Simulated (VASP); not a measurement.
# CdRe5Br (P4/mmm) in VASP: a series of runs

CdRe5Br is run at these levels: PBE; tasks: single point.

Program: VASP 6.6.1. These are calculated values, not measurements. Logs are shortened: lines on timing, memory, paths and dates and some standing lists are left out, and cuts for length are marked.

**1. The cell of the first run**

It takes space group P4/mmm (No. 123, tetragonal). Conventional cell: a = 4.227 Å, b = 4.227 Å, c = 6.452 Å, α = 90.00°, β = 90.00°, γ = 90.00°. Cd (site symmetry 4/mmm) has 12 Re at 2.81 to 2.99 Å within 3.7 Å. Within 3.3 Å of Re (site symmetry 2mm) lie 2 Br at 2.52 Å and 7 Re at 2.76 to 2.99 Å and 2 Cd at 2.81 Å. Re (site symmetry 4/mmm) has 8 Re at 2.81 Å and 4 Cd at 2.99 Å and 2 Br at 3.23 Å within 3.7 Å. Within 3.3 Å of Br (site symmetry 4/mmm) lie 10 Re at 2.52 to 3.23 Å.

The cell was built from a structure type or drawn by symmetry, and may not be a known phase.

**2. Single point, PBE, collinear spin**

The input, INCAR:

```
SYSTEM = CdRe5Br
PREC = Accurate
ENCUT = 520
EDIFF = 1E-7
ISMEAR = 0
SIGMA = 0.1
LREAL = .FALSE.
LASPH = .TRUE.
NELM = 150
ALGO = Normal
ISIF = 2
LWAVE = .FALSE.
LCHARG = .FALSE.
ISPIN = 2
MAGMOM = 0 1 1 1 1 1 0
LORBIT = 11
LMAXMIX = 4
GGA = PE
NBANDS = 40
```

The input, KPOINTS:

```
regular mesh
0
G
  4 4 2
  0 0 0
```

The input, POSCAR:

```
CdRe5Br
1.0
    4.2267360860      0.0000000000      0.0000000000
    0.0000000000      4.2267360860      0.0000000000
    0.0000000000      0.0000000000      6.4516195568
Cd Re Br
1 5 1
Direct
    0.5000000000      0.5000000000      0.0000000000
    0.0000000000      0.5000000000      0.2861459119
    0.0000000000      0.5000000000      0.7138540881
    0.5000000000      0.0000000000      0.2861459119
    0.5000000000      0.0000000000      0.7138540881
    0.0000000000      0.0000000000      0.0000000000
    0.0000000000      0.0000000000      0.5000000000
```

Potentials or basis: VASP PAW PBE potentials, release 64 (Cd, Re, Br).

On the command line:

```
> cat potpaw_PBE.64/Cd/POTCAR potpaw_PBE.64/Re/POTCAR potpaw_PBE.64/Br/POTCAR > POTCAR
> mpirun -np 1 vasp_std > vasp.out
```

OUTCAR:

```text
SYSTEM = CdRe5Br
   PREC = Accurate
   ENCUT = 520
   EDIFF = 1E-7
   ISMEAR = 0
   LREAL = .FALSE.
   LASPH = .TRUE.
   NELM = 150
   ISIF = 2
   ISPIN = 2
   LORBIT = 11
   GGA = PE

 ion  position               nearest neighbor table
   1  0.500  0.500  0.000-   2 2.81   3 2.81   4 2.81   5 2.81   4 2.81   5 2.81   2 2.81   3 2.81
                             6 2.99   6 2.99   6 2.99   6 2.99
   2  0.000  0.500  0.286-   7 2.52   7 2.52   3 2.76   1 2.81   6 2.81   6 2.81   1 2.81   4 2.99
                             4 2.99   4 2.99   4 2.99
   3  0.000  0.500  0.714-   7 2.52   7 2.52   2 2.76   1 2.81   6 2.81   6 2.81   1 2.81   5 2.99
                             5 2.99   5 2.99   5 2.99
   4  0.500  0.000  0.286-   7 2.52   7 2.52   5 2.76   1 2.81   1 2.81   6 2.81   6 2.81   2 2.99
                             2 2.99   2 2.99   2 2.99
   5  0.500  0.000  0.714-   7 2.52   7 2.52   4 2.76   1 2.81   1 2.81   6 2.81   6 2.81   3 2.99
                             3 2.99   3 2.99   3 2.99
   6  0.000  0.000  0.000-   2 2.81   3 2.81   4 2.81   5 2.81   2 2.81   3 2.81   4 2.81   5 2.81
                             1 2.99   1 2.99   1 2.99   1 2.99
   7  0.000  0.000  0.500-   2 2.52   3 2.52   4 2.52   5 2.52   2 2.52   3 2.52   4 2.52   5 2.52

  LATTYP: Found a simple tetragonal cell.
 ALAT       =     4.2267360860
 C/A-ratio  =     1.5263833430

  Lattice vectors:

 A1 = (   4.2267360860,   0.0000000000,   0.0000000000)
 A2 = (   0.0000000000,   4.2267360860,   0.0000000000)
 A3 = (   0.0000000000,   0.0000000000,   6.4516195568)

Analysis of symmetry for initial positions (statically):
=====================================================================
 Subroutine PRICEL returns:
 Original cell was already a primitive cell.

 Routine SETGRP: Setting up the symmetry group for a
 simple tetragonal supercell.

 Subroutine GETGRP returns: Found 16 space group operations
 (whereof 16 operations were pure point group operations)
 out of a pool of 16 trial point group operations.

The static configuration has the point symmetry D_4h.

Analysis of symmetry for dynamics (positions and initial velocities):
=====================================================================
 Subroutine PRICEL returns:
 Original cell was already a primitive cell.

 Routine SETGRP: Setting up the symmetry group for a
 simple tetragonal supercell.

 Subroutine GETGRP returns: Found 16 space group operations
 (whereof 16 operations were pure point group operations)
 out of a pool of 16 trial point group operations.

The dynamic configuration has the point symmetry D_4h.

Analysis of structural, dynamic, and magnetic symmetry:
=====================================================================
 Subroutine PRICEL returns:
 Original cell was already a primitive cell.

 Routine SETGRP: Setting up the symmetry group for a
 simple tetragonal supercell.

 Subroutine GETGRP returns: Found 16 space group operations
 (whereof 16 operations were pure point group operations)
 out of a pool of 16 trial point group operations.

The overall configuration has the point symmetry D_4h.

 Subroutine INISYM returns: Found 16 space group operations
 (whereof 16 operations are pure point group operations),
 and found     1 'primitive' translations

----------------------------------------------------------------------------------------

                                     Primitive cell

  volume of cell :     115.2601

  direct lattice vectors                    reciprocal lattice vectors
     4.226736086  0.000000000  0.000000000     0.236589174  0.000000000  0.000000000
     0.000000000  4.226736086  0.000000000     0.000000000  0.236589174  0.000000000
     0.000000000  0.000000000  6.451619557     0.000000000  0.000000000  0.154999840

  length of vectors
     4.226736086  4.226736086  6.451619557     0.236589174  0.236589174  0.154999840

  position of ions in fractional coordinates (direct lattice)
     0.500000000  0.500000000  0.000000000
     0.000000000  0.500000000  0.286145912
     0.000000000  0.500000000  0.713854088
     0.500000000  0.000000000  0.286145912
     0.500000000  0.000000000  0.713854088
     0.000000000  0.000000000  0.000000000
     0.000000000  0.000000000  0.500000000

  ion indices of the primitive-cell ions
   primitive index   ion index
                 1           1
                 2           2
                 3           3
                 4           4
                 5           5
                 6           6
                 7           7

----------------------------------------------------------------------------------------

 KPOINTS: regular mesh

Automatic generation of k-mesh.
 Grid dimensions read from file:
 generate k-points for:    4    4    2

 Generating k-lattice:

  Cartesian coordinates                     Fractional coordinates (reciprocal lattice)
     0.059147294  0.000000000  0.000000000     0.250000000  0.000000000  0.000000000
     0.000000000  0.059147294  0.000000000     0.000000000  0.250000000  0.000000000
     0.000000000  0.000000000  0.077499920     0.000000000  0.000000000  0.500000000

  Length of vectors
     0.059147294  0.059147294  0.077499920

  Shift w.r.t. Gamma in fractional coordinates (k-lattice)
     0.000000000  0.000000000  0.000000000

 Subroutine IBZKPT returns following result:
 ===========================================

 Found     12 irreducible k-points:

 Following reciprocal coordinates:
            Coordinates               Weight
  0.000000  0.000000  0.000000      1.000000
  0.250000  0.000000  0.000000      4.000000
  0.500000  0.000000  0.000000      2.000000
  0.250000  0.250000  0.000000      4.000000
  0.500000  0.250000  0.000000      4.000000
  0.500000  0.500000  0.000000      1.000000
  0.000000  0.000000  0.500000      1.000000
  0.250000  0.000000  0.500000      4.000000
  0.500000  0.000000  0.500000      2.000000
  0.250000  0.250000  0.500000      4.000000
  0.500000  0.250000  0.500000      4.000000
  0.500000  0.500000  0.500000      1.000000
   k-points           NKPTS =     12   k-points in BZ     NKDIM =     12   number of bands    NBANDS=     40
   number of dos      NEDOS =    301   number of ions     NIONS =      7
   total plane-waves  NPLWV =  49152
   dimension x,y,z NGX =    32 NGY =   32 NGZ =   48
   dimension x,y,z NGXF=    64 NGYF=   64 NGZF=   96
   ions per type =               1   5   1
   NGX,Y,Z   is equivalent  to a cutoff of  12.59, 12.59, 12.37 a.u.
   NGXF,Y,Z  is equivalent  to a cutoff of  25.17, 25.17, 24.74 a.u.
 SYSTEM =  CdRe5Br
   PREC   = accura    normal or accurate (medium, high low for compatibility)
   ISTART =      0    job   : 0-new  1-cont  2-samecut
   ICHARG =      2    charge: 1-file 2-atom 10-const
   ISPIN  =      2    spin polarized calculation?
   LNONCOLLINEAR =      F non collinear calculations
   LSORBIT =      F    spin-orbit coupling
   LASPH  =      T    aspherical Exc in radial PAW
   ENCUT  =  520.0 eV  38.22 Ry    6.18 a.u.   7.86  7.86 12.00*2*pi/ulx,y,z
   NELM   =    150;   NELMIN=  2; NELMDL= -5     # of ELM steps
   EDIFF  = 0.1E-06   stopping-criterion for ELM
   LREAL  =      F    real-space projection
   EDIFFG = 0.1E-05   stopping-criterion for IOM
   NSW    =      0    number of steps for IOM
   IBRION =     -1    ionic relax: 0-MD 1-quasi-New 2-CG
   NFREE  =      0    steps in history (QN), initial steepest desc. (CG)
   ISIF   =      2    stress and relaxation
   ISYM   =      2    0-nonsym 1-usesym 2-fastsym
   POTIM  = 0.5000    time-step for ionic-motion
   TEBEG  =    0.0;   TEEND  =   0.0 temperature during run
   PSTRESS=    0.0 pullay stress
   NELECT =      54.0000    total number of electrons
   NUPDOWN=      -1.0000    fix difference up-down
   EMIN   =  10.00;   EMAX   =-10.00  energy-range for DOS
   EFERMI =   0.00;   METHOD = LEGACY
   ISMEAR =     0;   SIGMA  =   0.10  broadening in eV -4-tet -1-fermi 0-gaus
   EFERMI_NEDOS =   21; number of points for ismear=-14 and -15
   IALGO  =     38    algorithm
   IMIX   =      4    mixing-type and parameters
     AMIX     =   0.40;   BMIX     =  1.00
     AMIX_MAG =   1.60;   BMIX_MAG =  1.00
  volume/ion in A,a.u.               =      16.47       111.12
  Fermi-wavevector in a.u.,A,eV,Ry     =   1.271490  2.402768 21.996373  1.616688
  Thomas-Fermi vector in A             =   2.404421
   LORBIT       =     11    0 simple, 1 ext, 2 COOP (PROOUT), +10 PAW based schemes
   GGA     = PE    functional components
   LHFCALC =     F    Hartree Fock is set to
   AEXX    =    0.0000 exact exchange contribution
   IVDW    =     0    specifies the selected vdW correction
   LEPSILON=     F    determine dielectric tensor
   LRPA    =     F    only Hartree local field effects (RPA)
 spin polarized calculation
 Gauss-broadening in eV      SIGMA  =   0.10
  energy-cutoff  :      520.00
  volume of cell :      115.26
 maximum number of plane-waves:      3128
 NGX is ok and might be reduce to    32
   NGX = 15   NGY = 15   NGZ = 23

 number of electron      54.0000001 magnetization      -0.0035917

 number of electron      54.0000001 magnetization       0.0001162

 Free energy of the ion-electron system (eV)
  ---------------------------------------------------
  ext. energy  EPLUGINS =         0.00000000
  ---------------------------------------------------
  free energy    TOTEN  =       -55.19249202 eV

  energy without entropy =      -55.16406055  energy(sigma->0) =      -55.17827629

 E-fermi :   7.0231     XC(G=0): -12.7458

 val. band max:        7.0166226298   @ k =   0.2500   0.2500   0.5000
 cond. band min:       7.1122350730   @ k =   0.2500   0.2500   0.5000
 fundamental gap:      0.0956124432
 Fermi energy:         7.0231116515

 spin component 1

 k-point     1 :       0.0000    0.0000    0.0000
  band No.  band energies     occupation
      1     -12.4718      1.00000
      2      -2.7471      1.00000
      3      -2.2651      1.00000
      4      -2.1584      1.00000
      5      -2.0692      1.00000
      6      -2.0581      1.00000
[... 31 lines left out ...]
     38      11.7889      0.00000
     39      11.7889      0.00000
[... 460 lines left out ...]
     38      10.4138      0.00000
     39      11.3566      0.00000
 Fermi energy:         7.0231116515

 spin component 2

 k-point     1 :       0.0000    0.0000    0.0000
  band No.  band energies     occupation
      1     -12.4718      1.00000
      2      -2.7471      1.00000
      3      -2.2651      1.00000
      4      -2.1584      1.00000
      5      -2.0693      1.00000
      6      -2.0581      1.00000
[... 31 lines left out ...]
     38      11.7889      0.00000
     39      11.7889      0.00000
[... 460 lines left out ...]
     38      10.4138      0.00000
     39      11.3566      0.00000
 [bands above 39 left out]

------------------------ aborting loop because EDIFF is reached ----------------------------------------

  FORCE on cell =-STRESS in cart. coord.  units (eV):
  Direction    XX          YY          ZZ          XY          YZ          ZX
  --------------------------------------------------------------------------------------
  -------------------------------------------------------------------------------------
  Total        0.4671255      0.4671255      0.1896851      0.0000000     -0.0000000     -0.0000000
  in kB        6.4932957      6.4932957      2.6367253      0.0000000     -0.0000000     -0.0000000
  external PRESSURE =       5.2077723 kB  Pullay stress =       0.0000000 kB

 VOLUME and BASIS-vectors are now :
 -----------------------------------------------------------------------------
  energy-cutoff  :      520.00
  volume of cell :      115.26
      direct lattice vectors                 reciprocal lattice vectors
     4.226736086  0.000000000  0.000000000     0.236589174  0.000000000  0.000000000
     0.000000000  4.226736086  0.000000000     0.000000000  0.236589174  0.000000000
     0.000000000  0.000000000  6.451619557     0.000000000  0.000000000  0.154999840

 POSITION                                       TOTAL-FORCE (eV/Angst)
 -----------------------------------------------------------------------------------
      2.11337      2.11337      0.00000         0.000000      0.000000      0.000000
      0.00000      2.11337      1.84610        -0.000000     -0.000000     -0.010452
      0.00000      2.11337      4.60551         0.000000      0.000000      0.010452
      2.11337      0.00000      1.84610         0.000000     -0.000000     -0.010452
      2.11337      0.00000      4.60551         0.000000      0.000000      0.010452
      0.00000      0.00000      0.00000         0.000000      0.000000      0.000000
      0.00000      0.00000      3.22581         0.000000      0.000000      0.000000
 -----------------------------------------------------------------------------------
    total drift:                                0.000000     -0.000000     -0.000000

  FREE ENERGIE OF THE ION-ELECTRON SYSTEM (eV)
  ---------------------------------------------------
  free  energy   TOTEN  =       -55.1924920224 eV

  energy  without entropy=      -55.1640605516  energy(sigma->0) =      -55.17827629

 total charge

# of ion       s       p       d       tot
------------------------------------------
    1        0.518   0.557   9.474  10.548
    2        0.539   0.463   4.847   5.849
    3        0.539   0.463   4.847   5.849
    4        0.539   0.463   4.847   5.849
    5        0.539   0.463   4.847   5.849
    6        0.573   0.546   4.718   5.837
    7        1.629   3.066   0.361   5.056
--------------------------------------------------
tot          4.875   6.023  33.941  44.839

 magnetization (x)

# of ion       s       p       d       tot
------------------------------------------
    1       -0.000  -0.000   0.000  -0.000
    2        0.000   0.000   0.000   0.000
    3        0.000   0.000   0.000   0.000
    4        0.000   0.000   0.000   0.000
    5        0.000   0.000   0.000   0.000
    6       -0.000  -0.000  -0.000  -0.000
    7        0.000  -0.000  -0.000  -0.000
--------------------------------------------------
tot          0.000  -0.000   0.000   0.000
```

It took 76 s on 1 thread of Intel Xeon 6975P-C (Granite Rapids), shared host; peak memory 0.3 GiB.

What came out:

- Free energy: -55.1925 eV
- Pressure: 0.5 GPa
- Largest force: 0.010 eV/Å
- Band gap on the k mesh: zero (filled and empty bands overlap)
- Net moment: 0.00 μB per cell
- Valence electrons inside the program's atomic spheres: Cd 10.55; Re 5.85, 5.84 (each value once); Br 5.06

Forces in eV/Å, atoms in the order of the input:
```
Cd   0.000  0.000  0.000
Re   0.000  0.000 -0.010
Re   0.000  0.000  0.010
Re   0.000  0.000 -0.010
Re   0.000  0.000  0.010
Re   0.000  0.000  0.000
Br   0.000  0.000  0.000
```

Caveat: the k points lie up to 0.49 Å⁻¹ apart, too coarse for converged energies and pressures of a metal; spin-orbit coupling is left out, which moves the levels of the heavy elements.

**3. Single point, PBE, collinear spin**

This run uses another cell than the first one, of 17.88 Å³/atom.

The input, INCAR:

```
SYSTEM = CdRe5Br
ALGO = Normal
EDIFF = 1E-6
ENCUT = 520
GGA = PE
ISIF = 2
ISMEAR = 0
ISPIN = 2
LASPH = .TRUE.
LCHARG = .FALSE.
LMAXMIX = 4
LORBIT = 11
LREAL = .FALSE.
LWAVE = .FALSE.
MAGMOM = 0 1 1 1 1 1 0
NBANDS = 40
NELM = 150
PREC = Accurate
SIGMA = 0.1
```

The input, KPOINTS:

```
k-points
0
G
  4 4 2
  0 0 0
```

The input, POSCAR:

```
CdRe5Br
1.0
    4.0894990200      0.0000000000      0.0000000000
    0.0000000000      4.0894990200      0.0000000000
    0.0000000000      0.0000000000      7.4852415100
Cd Re Br
1 5 1
Direct
    0.5000000000      0.5000000000      0.0000000000
    0.0000000000      0.5000000000      0.3030685800
    0.0000000000      0.5000000000      0.6969314200
    0.5000000000      0.0000000000      0.3030685800
    0.5000000000      0.0000000000      0.6969314200
    0.0000000000      0.0000000000      0.0000000000
    0.0000000000      0.0000000000      0.5000000000
```

Potentials or basis: VASP PAW PBE potentials, release 64 (Cd, Re, Br).

On the command line:

```
> cat potpaw_PBE.64/Cd/POTCAR potpaw_PBE.64/Re/POTCAR potpaw_PBE.64/Br/POTCAR > POTCAR
> mpirun -np 1 vasp_std > vasp.out
```

It took 2 min on 1 thread of Intel Xeon 6975P-C (Granite Rapids), shared host; peak memory 0.31 GiB.

Results (log left out):

```yaml
Free_energy: -53.6765 eV
Pressure: -14.7 GPa
Largest_force: 1.403 eV/Å
Net_moment: 0.51 μB per cell
Site_moments: Cd +0.01; Re +0.05, +0.28 (each value once); Br +0.00 μB
Valence_electrons_inside_the_program's_atomic_spheres: Cd 10.39; Re 5.69, 5.46 (each value once); Br 5.05
```

Forces in eV/Å, atoms in the order of the input:
```
Cd   0.000  0.000  0.000
Re   0.000  0.000 -1.403
Re   0.000  0.000  1.403
Re   0.000  0.000 -1.403
Re   0.000  0.000  1.403
Re   0.000  0.000  0.000
Br   0.000  0.000  0.000
```

Stress tensor (GPa, compression positive):
```
-10.00   0.00   0.00
  0.00 -10.00   0.00
  0.00   0.00 -24.10
```

Levels at points of the mesh, in eV from the Fermi level:
Spin up:
```
           k point  band 25  band 26  band 27  band 28  band 29  band 30
(0.00, 0.00, 0.00)     0.30     0.30     0.41     0.41     0.81     0.94
(0.50, 0.00, 0.00)    -1.48    -0.83    -0.43    -0.17    -0.13    -0.01
(0.50, 0.50, 0.00)    -0.47    -0.39    -0.39     0.16     0.43     0.45
(0.00, 0.00, 0.50)    -0.66    -0.06     0.46     0.46     1.34     1.54
(0.50, 0.00, 0.50)    -1.13    -1.07    -0.59    -0.45    -0.44    -0.01
(0.50, 0.50, 0.50)    -0.90    -0.76    -0.65    -0.65    -0.16     0.29
```
Spin down:
| k point | band 24 | band 25 | band 26 | band 27 | band 28 | band 29 | band 30 | band 31 |
| --- | --- | --- | --- | --- | --- | --- | --- | --- |
| (0.00, 0.00, 0.00) | 0.26 | 0.39 | 0.39 | 0.43 | 0.43 | 0.83 | 0.99 | 0.99 |
| (0.50, 0.00, 0.00) | -1.46 | -1.45 | -0.73 | -0.35 | -0.09 | 0.04 | 0.04 | 0.13 |
| (0.50, 0.50, 0.00) | -0.42 | -0.42 | -0.35 | -0.35 | 0.34 | 0.49 | 0.55 | 0.72 |
| (0.00, 0.00, 0.50) | -0.60 | -0.60 | 0.29 | 0.50 | 0.50 | 1.39 | 1.56 | 1.58 |
| (0.50, 0.00, 0.50) | -1.18 | -1.09 | -0.99 | -0.47 | -0.41 | -0.36 | 0.08 | 0.27 |
| (0.50, 0.50, 0.50) | -0.98 | -0.88 | -0.67 | -0.61 | -0.61 | -0.02 | 0.45 | 0.49 |

Caveat: the k points lie up to 0.42 Å⁻¹ apart; spin-orbit coupling is left out, which moves the levels of the heavy elements; forces of over 1 eV/Å act on the atoms, so gaps and moduli don't describe the material at rest.
